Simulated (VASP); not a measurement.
# LiSi2B3 (P6/mmm) in VASP: further runs

The runs below take LiSi2B3 through single point, relaxation of cell and atoms, with PBE.

All numbers are computed with VASP 6.6.1; they aren't measurements. Logs are shortened: lines on timing, memory, paths and dates and some standing lists are left out, and cuts for length are marked.

## 1. The cell of the first run

Symmetry: P6/mmm, No. 191, hexagonal system. The conventional cell has a = 4.893 Å, b = 4.893 Å, c = 3.182 Å, α = 90.00°, β = 90.00°, γ = 120.00°. Within 3.7 Å of Li (site symmetry 6/mmm) lie 6 Si at 2.83 Å and 12 B at 2.92 Å and 2 Li at 3.18 Å. Si (site symmetry -6m2) has 6 B at 2.13 Å and 3 Si at 2.83 Å and 3 Li at 2.83 Å within 2.9 Å. Within 2.8 Å of B (site symmetry mmm) lie 4 Si at 2.13 Å and 4 B at 2.45 Å.

The cell was generated, and may not be a known phase.

## 2. Single point, PBE

Input file INCAR:

```
  ALGO = Normal
  EDIFF = 1E-6
  ENCUT = 750
  GGA = PE
  GGA_COMPAT = False
  ISIF = 2
  ISMEAR = 0
  LASPH = True
  LCHARG = True
  LELF = True
  LREAL = False
  LVHAR = True
  LWAVE = False
  NBANDS = 19
  NELM = 120
  PREC = Accurate
  SIGMA = 0.1
```

Input file KPOINTS:

```
k-points
0
Gamma
  12 12 12
```

Input file POSCAR:

```
LiSi2B3
1.0
    4.8932124555      0.0000000000      0.0000000000
   -2.4466062278      4.2376462926      0.0000000000
    0.0000000000      0.0000000000      3.1824709573
Li Si B
1 2 3
Direct
    0.0000000000      0.0000000000      0.0000000000
    0.6666666667      0.3333333333      0.0000000000
    0.3333333333      0.6666666667      0.0000000000
    0.5000000000      0.5000000000      0.5000000000
    0.5000000000      0.0000000000      0.5000000000
    0.0000000000      0.5000000000      0.5000000000
```

Potentials or basis: VASP PAW PBE potentials, release 64 (Li_sv, Si, B).

Started as:

```console
$ cat potpaw_PBE.64/Li_sv/POTCAR potpaw_PBE.64/Si/POTCAR potpaw_PBE.64/B/POTCAR > POTCAR
$ mpirun -np 1 vasp_std > vasp.out
```

OUTCAR:

```text
EDIFF = 1E-6
   ENCUT = 750
   GGA = PE
   ISIF = 2
   ISMEAR = 0
   LASPH = True
   LREAL = False
   NELM = 120
   PREC = Accurate

 ion  position               nearest neighbor table
   1  0.000  0.000  0.000-   2 2.83   3 2.83   2 2.83   3 2.83   2 2.83   3 2.83
   2  0.667  0.333  0.000-   6 2.13   6 2.13   5 2.13   5 2.13   4 2.13   4 2.13   3 2.83   3 2.83
                             1 2.83   1 2.83   1 2.83   3 2.83
   3  0.333  0.667  0.000-   6 2.13   6 2.13   5 2.13   5 2.13   4 2.13   4 2.13   2 2.83   2 2.83
                             1 2.83   1 2.83   1 2.83   2 2.83
   4  0.500  0.500  0.500-   2 2.13   3 2.13   2 2.13   3 2.13
   5  0.500  0.000  0.500-   2 2.13   3 2.13   2 2.13   3 2.13
   6  0.000  0.500  0.500-   2 2.13   3 2.13   2 2.13   3 2.13

  LATTYP: Found a hexagonal cell.
 ALAT       =     4.8932124555
 C/A-ratio  =     0.6503847904

  Lattice vectors:

 A1 = (   4.8932124555,   0.0000000000,   0.0000000000)
 A2 = (  -2.4466062278,   4.2376462926,   0.0000000000)
 A3 = (   0.0000000000,   0.0000000000,   3.1824709573)

Analysis of symmetry for initial positions (statically):
=====================================================================
 Subroutine PRICEL returns:
 Original cell was already a primitive cell.

 Routine SETGRP: Setting up the symmetry group for a
 hexagonal supercell.

 Subroutine GETGRP returns: Found 24 space group operations
 (whereof 24 operations were pure point group operations)
 out of a pool of 24 trial point group operations.

The static configuration has the point symmetry D_6h.

Analysis of symmetry for dynamics (positions and initial velocities):
=====================================================================
 Subroutine PRICEL returns:
 Original cell was already a primitive cell.

 Routine SETGRP: Setting up the symmetry group for a
 hexagonal supercell.

 Subroutine GETGRP returns: Found 24 space group operations
 (whereof 24 operations were pure point group operations)
 out of a pool of 24 trial point group operations.

The dynamic configuration has the point symmetry D_6h.

 Subroutine INISYM returns: Found 24 space group operations
 (whereof 24 operations are pure point group operations),
 and found     1 'primitive' translations

----------------------------------------------------------------------------------------

                                     Primitive cell

  volume of cell :      65.9908

  direct lattice vectors                    reciprocal lattice vectors
     4.893212455  0.000000000  0.000000000     0.204364721  0.117990027  0.000000000
    -2.446606228  4.237646293  0.000000000     0.000000000  0.235980054  0.000000000
     0.000000000  0.000000000  3.182470957     0.000000000  0.000000000  0.314221249

  length of vectors
     4.893212455  4.893212456  3.182470957     0.235980054  0.235980054  0.314221249

  position of ions in fractional coordinates (direct lattice)
     0.000000000  0.000000000  0.000000000
     0.666666667  0.333333333  0.000000000
     0.333333333  0.666666667  0.000000000
     0.500000000  0.500000000  0.500000000
     0.500000000  0.000000000  0.500000000
     1.000000000  0.500000000  0.500000000

  ion indices of the primitive-cell ions
   primitive index   ion index
                 1           1
                 2           2
                 3           3
                 4           4
                 5           5
                 6           6

----------------------------------------------------------------------------------------

 KPOINTS: k-points

Automatic generation of k-mesh.
 Grid dimensions read from file:
 generate k-points for:   12   12   12

 Generating k-lattice:

  Cartesian coordinates                     Fractional coordinates (reciprocal lattice)
     0.017030393  0.009832502  0.000000000     0.083333333 -0.000000000  0.000000000
     0.000000000  0.019665004  0.000000000     0.000000000  0.083333333  0.000000000
     0.000000000  0.000000000  0.026185104     0.000000000  0.000000000  0.083333333

  Length of vectors
     0.019665004  0.019665004  0.026185104

  Shift w.r.t. Gamma in fractional coordinates (k-lattice)
     0.000000000  0.000000000  0.000000000

 Subroutine IBZKPT returns following result:
 ===========================================

 Found    133 irreducible k-points:

 Following reciprocal coordinates:
            Coordinates               Weight
  0.000000  0.000000  0.000000      1.000000
  0.083333 -0.000000  0.000000      6.000000
  0.166667  0.000000  0.000000      6.000000
  0.250000  0.000000  0.000000      6.000000
  0.333333  0.000000  0.000000      6.000000
  0.416667  0.000000  0.000000      6.000000
[... 16 lines left out ...]
  0.250000  0.000000  0.083333     12.000000
  0.333333  0.000000  0.083333     12.000000
 [... further k-points ...]
   k-points           NKPTS =    133   k-points in BZ     NKDIM =    133   number of bands    NBANDS=     19
   number of dos      NEDOS =    301   number of ions     NIONS =      6
   total plane-waves  NPLWV =  64512
   dimension x,y,z NGX =    48 NGY =   48 NGZ =   28
   dimension x,y,z NGXF=    96 NGYF=   96 NGZF=   56
   ions per type =               1   2   3
   NGX,Y,Z   is equivalent  to a cutoff of  16.31, 16.31, 14.63 a.u.
   NGXF,Y,Z  is equivalent  to a cutoff of  32.62, 32.62, 29.25 a.u.
 SYSTEM =  unknown system
   PREC   = accura    normal or accurate (medium, high low for compatibility)
   ISTART =      0    job   : 0-new  1-cont  2-samecut
   ICHARG =      2    charge: 1-file 2-atom 10-const
   ISPIN  =      1    spin polarized calculation?
   LNONCOLLINEAR =      F non collinear calculations
   LSORBIT =      F    spin-orbit coupling
   LASPH  =      T    aspherical Exc in radial PAW
   ENCUT  =  750.0 eV  55.12 Ry    7.42 a.u.  10.93 10.93  7.11*2*pi/ulx,y,z
   NELM   =    120;   NELMIN=  2; NELMDL= -5     # of ELM steps
   EDIFF  = 0.1E-05   stopping-criterion for ELM
   LREAL  =      F    real-space projection
   EDIFFG = 0.1E-04   stopping-criterion for IOM
   NSW    =      0    number of steps for IOM
   IBRION =     -1    ionic relax: 0-MD 1-quasi-New 2-CG
   NFREE  =      0    steps in history (QN), initial steepest desc. (CG)
   ISIF   =      2    stress and relaxation
   ISYM   =      2    0-nonsym 1-usesym 2-fastsym
   POTIM  = 0.5000    time-step for ionic-motion
   TEBEG  =    0.0;   TEEND  =   0.0 temperature during run
   PSTRESS=    0.0 pullay stress
   NELECT =      20.0000    total number of electrons
   NUPDOWN=      -1.0000    fix difference up-down
   EMIN   =  10.00;   EMAX   =-10.00  energy-range for DOS
   EFERMI =   0.00;   METHOD = LEGACY
   ISMEAR =     0;   SIGMA  =   0.10  broadening in eV -4-tet -1-fermi 0-gaus
   EFERMI_NEDOS =   21; number of points for ismear=-14 and -15
   IALGO  =     38    algorithm
   IMIX   =      4    mixing-type and parameters
     AMIX     =   0.40;   BMIX     =  1.00
     AMIX_MAG =   1.60;   BMIX_MAG =  1.00
  volume/ion in A,a.u.               =      11.00        74.22
  Fermi-wavevector in a.u.,A,eV,Ry     =   1.099657  2.078050 16.452772  1.209245
  Thomas-Fermi vector in A             =   2.236055
   LORBIT       =      0    0 simple, 1 ext, 2 COOP (PROOUT), +10 PAW based schemes
   GGA     = PE    functional components
   LHFCALC =     F    Hartree Fock is set to
   AEXX    =    0.0000 exact exchange contribution
   IVDW    =     0    specifies the selected vdW correction
   LEPSILON=     F    determine dielectric tensor
   LRPA    =     F    only Hartree local field effects (RPA)
 non-spin polarized calculation
 Gauss-broadening in eV      SIGMA  =   0.10
  energy-cutoff  :      750.00
  volume of cell :       65.99
 maximum number of plane-waves:      3123
 NGX is ok and might be reduce to    48
   NGX = 21   NGY = 21   NGZ = 15

 number of electron      20.0000002 magnetization

 Free energy of the ion-electron system (eV)
  ---------------------------------------------------
  ext. energy  EPLUGINS =         0.00000000
  ---------------------------------------------------
  free energy    TOTEN  =       -28.47001113 eV

  energy without entropy =      -28.46138966  energy(sigma->0) =      -28.46570040

 E-fermi :   7.2634     XC(G=0): -10.5567

 val. band max:        7.2611307053   @ k =   0.4167   0.0833   0.1667
 cond. band min:       7.2754120805   @ k =   0.2500   0.1667   0.0833
 fundamental gap:      0.0142813752
 Fermi energy:         7.2633773957

 k-point     1 :       0.0000    0.0000    0.0000
  band No.  band energies     occupation
      1     -40.0528      2.00000
      2      -7.3067      2.00000
      3      -2.4085      2.00000
      4      -0.3859      2.00000
      5      -0.3859      2.00000
      6       2.3175      2.00000
[... 11 lines left out ...]
     18      14.5797      0.00000
     19      14.6800      0.00000

 k-point     2 :       0.0833   -0.0000    0.0000
  band No.  band energies     occupation
      1     -40.0528      2.00000
      2      -7.2672      2.00000
      3      -2.6690      2.00000
      4      -0.4660      2.00000
      5      -0.1705      2.00000
      6       2.3878      2.00000
[... 11 lines left out ...]
     18      14.2439      0.00000
     19      14.3247      0.00000

 k-point     3 :       0.1667    0.0000    0.0000
  band No.  band energies     occupation
      1     -40.0528      2.00000
      2      -7.1500      2.00000
      3      -3.2248      2.00000
      4      -0.6531      2.00000
      5       0.2157      2.00000
      6       2.6422      2.00000
[... 11 lines left out ...]
     18      13.9216      0.00000
     19      14.2356      0.00000

 k-point     4 :       0.2500    0.0000    0.0000
  band No.  band energies     occupation
      1     -40.0528      2.00000
      2      -6.9602      2.00000
      3      -3.8426      2.00000
      4      -0.8599      2.00000
      5       0.4939      2.00000
      6       3.1465      2.00000
[... 11 lines left out ...]
     18      13.6638      0.00000
     19      14.2477      0.00000

 k-point     5 :       0.3333    0.0000    0.0000
  band No.  band energies     occupation
      1     -40.0528      2.00000
      2      -6.7118      2.00000
      3      -4.4249      2.00000
      4      -1.0319      2.00000
      5       0.6221      2.00000
      6       3.8665      2.00000
[... 11 lines left out ...]
     18      13.4743      0.00000
     19      14.2919      0.00000
[... 334 lines left out ...]
      2      -7.1771      2.00000
      3      -2.5806      2.00000
      4      -0.3903      2.00000
      5      -0.0955      2.00000
      6       2.4776      2.00000
[... 11 lines left out ...]
     18      13.6334      0.00000
     19      13.9544      0.00000

 k-point    22 :       0.1667    0.0000    0.0833
  band No.  band energies     occupation
      1     -40.0525      2.00000
      2      -7.0599      2.00000
      3      -3.1363      2.00000
      4      -0.5756      2.00000
      5       0.2912      2.00000
      6       2.7184      2.00000
[... 11 lines left out ...]
     18      13.6627      0.00000
     19      13.9019      0.00000

 k-point    23 :       0.2500    0.0000    0.0833
  band No.  band energies     occupation
      1     -40.0525      2.00000
      2      -6.8701      2.00000
      3      -3.7537      2.00000
      4      -0.7809      2.00000
      5       0.5710      2.00000
      6       2.9811      2.00000
[... 11 lines left out ...]
     18      13.6804      0.00000
     19      14.0844      0.00000

 k-point    24 :       0.3333    0.0000    0.0833
  band No.  band energies     occupation
      1     -40.0525      2.00000
      2      -6.6216      2.00000
      3      -4.3358      2.00000
      4      -0.9518      2.00000
      5       0.7007      2.00000
      6       3.2175      2.00000
[... 11 lines left out ...]
     18      13.6774      0.00000
     19      14.4929      0.00000

 [... further k-points ...]

------------------------ aborting loop because EDIFF is reached ----------------------------------------

  FORCE on cell =-STRESS in cart. coord.  units (eV):
  Direction    XX          YY          ZZ          XY          YZ          ZX
  --------------------------------------------------------------------------------------
  -------------------------------------------------------------------------------------
  Total       -0.0450638     -0.0450638     -0.0523325      0.0000000     -0.0000000     -0.0000000
  in kB       -1.0940943     -1.0940943     -1.2705697      0.0000000     -0.0000000     -0.0000000
  external PRESSURE =      -1.1529194 kB  Pullay stress =       0.0000000 kB

 VOLUME and BASIS-vectors are now :
 -----------------------------------------------------------------------------
  energy-cutoff  :      750.00
  volume of cell :       65.99
      direct lattice vectors                 reciprocal lattice vectors
     4.893212455  0.000000000  0.000000000     0.204364721  0.117990027  0.000000000
    -2.446606228  4.237646293  0.000000000     0.000000000  0.235980054  0.000000000
     0.000000000  0.000000000  3.182470957     0.000000000  0.000000000  0.314221249

 POSITION                                       TOTAL-FORCE (eV/Angst)
 -----------------------------------------------------------------------------------
      0.00000      0.00000      0.00000         0.000000      0.000000      0.000000
      2.44661      1.41255      0.00000         0.000000     -0.000000     -0.000000
     -0.00000      2.82510      0.00000        -0.000000      0.000000      0.000000
      1.22330      2.11882      1.59124         0.000000      0.000000      0.000000
      2.44661      0.00000      1.59124         0.000000      0.000000      0.000000
     -1.22330      2.11882      1.59124         0.000000      0.000000      0.000000
 -----------------------------------------------------------------------------------
    total drift:                               -0.000000      0.000000     -0.000000

  FREE ENERGIE OF THE ION-ELECTRON SYSTEM (eV)
  ---------------------------------------------------
  free  energy   TOTEN  =       -28.4700111316 eV

  energy  without entropy=      -28.4613896599  energy(sigma->0) =      -28.46570040
```

Wall time 2.5 min (1 thread of Intel Xeon Platinum 8559C (Emerald Rapids), shared host); peak memory 0.41 GiB.

What came out:

```yaml
Free_energy: -28.4700 eV
Pressure: -0.1 GPa
Band_gap_on_the_k_mesh: zero (bands 10 and 11 overlap by 3.85 eV)
```

## 3. Relaxation of cell and atoms, PBE

This run uses another cell than the first one, of 10.88 Å³/atom.

Input file INCAR:

```
SYSTEM = LiSi2B3
PREC = Accurate
ENCUT = 750
EDIFF = 1E-7
ISMEAR = 0
SIGMA = 0.1
LREAL = .False.
LASPH = .True.
NELM = 120
ALGO = Normal
ISIF = 3
LWAVE = .False.
LCHARG = .False.
GGA = PE
IBRION = 2
NSW = 100
EDIFFG = -0.01
GGA_COMPAT = .False.
NELMIN = 4
```

Input file KPOINTS:

```
Automatic mesh
0
Gamma
  12 12 12
  0 0 0
```

Edit POSCAR of step 2 so:

```diff
@@ -2,5 +2,5 @@
 1.0
-    4.8932124555      0.0000000000      0.0000000000
-   -2.4466062278      4.2376462926      0.0000000000
-    0.0000000000      0.0000000000      3.1824709573
+    4.8613240883      0.0000000000      0.0000000000
+   -2.4306620442      4.2100301565      0.0000000000
+    0.0000000000      0.0000000000      3.1909608208
 Li Si B
```

Potentials or basis: VASP PAW PBE potentials, release 64 (Li_sv, Si, B).

Started as:

```console
$ cat potpaw_PBE.64/Li_sv/POTCAR potpaw_PBE.64/Si/POTCAR potpaw_PBE.64/B/POTCAR > POTCAR
$ mpirun -np 1 vasp_std > vasp.out
```

It took 6.1 min on 1 thread of Intel Xeon Platinum 8559C (Emerald Rapids), shared host; peak memory 0.41 GiB.

It converged, with:

| Property | Result |
| --- | --- |
| Free energy | -28.4699 eV |
| Relaxed volume | 10.99 Å³/atom |
| Relaxed cell | a = 4.891 Å, b = 4.891 Å, c = 3.182 Å, α = 90.00°, β = 90.00°, γ = 120.00° |
| Space group after relaxing (to 0.1 Å) | P6/mmm (No. 191) |
| Energy gained by relaxing | 0.6 meV/atom |
| Ionic steps | 5 |
| Pressure after relaxing | 0.0 GPa |
| Band gap on the k mesh | zero (bands 10 and 11 overlap by 3.85 eV) |

Step by step:
| step | energy change (eV) | largest force (eV/Å) | pressure (GPa) | volume (Å³) |
| --- | --- | --- | --- | --- |
| 1 | 0.0000 | 0.0000 | 0.47 | 65.31 |
| 2 | -0.0029 | 0.0000 | 0.40 | 65.61 |
| 3 | -0.0032 | 0.0000 | 0.38 | 65.71 |
| 4 | -0.0033 | 0.0000 | -0.21 | 66.02 |
| 5 | -0.0034 | 0.0000 | 0.00 | 65.91 |

Final structure:
```
Li Si B
1.0
     4.89068    0.00000    0.00000
    -2.44534    4.23546    0.00000
     0.00000    0.00000    3.18189
Li Si B
1 2 3
Direct
  0.00000 0.00000 0.00000
  0.66667 0.33333 0.00000
  0.33333 0.66667 0.00000
  0.50000 0.50000 0.50000
  0.50000 0.00000 0.50000
  0.00000 0.50000 0.50000
```

Levels at points of the mesh, in eV from the Fermi level:
```tsv
k point	band 7	band 8	band 9	band 10	band 11	band 12	band 13	band 14
(0.00, 0.00, 0.00)	-4.95	-3.91	0.82	1.02	1.02	1.59	3.43	4.69
(0.50, 0.00, 0.00)	-2.12	-1.70	-1.36	-0.58	-0.17	0.88	2.09	3.40
(0.00, 0.00, 0.50)	-4.19	-4.19	-4.14	-2.42	-2.42	-0.32	-0.32	2.47
(0.50, 0.00, 0.50)	-5.10	-4.37	-1.56	0.34	0.79	1.76	2.35	2.75
```
